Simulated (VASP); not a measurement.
Input of a VASP 6.6.1 run:

The input INCAR:

```
PREC = Accurate ; ENCUT = 520
EDIFF = 1E-6 ; ISMEAR = 0
SIGMA = 0.01 ; LREAL = F
LASPH = T ; NELM = 60
ALGO = Normal ; ISIF = 2
LWAVE = F ; LCHARG = F
GGA = PE ; NBANDS = 11
```

The input KPOINTS:

```
regular mesh
0
Gamma
  12 12 12
```

The input POSCAR:

```
Si
1.0
    0.0000000000      2.7329806565      2.7329806565
    2.7329806565      0.0000000000      2.7329806565
    2.7329806565      2.7329806565      0.0000000000
Si
2
Direct
    0.0000000000      0.0000000000      0.0000000000
    0.2500000000      0.2500000000      0.2500000000
```

Potentials or basis: VASP PAW PBE potentials, release 64 (Si).

Command:

```sh
$ cat potpaw_PBE.64/Si/POTCAR > POTCAR
$ mpirun -np 1 vasp_std > vasp.out
```

Question: What does it give for the band gap on the k mesh?

Answer: 0.61 eV, indirect (least direct gap 2.56 eV).

Question: Estimate the pressure.

Answer: 0.1 GPa.

 A k mesh can miss the band edges.
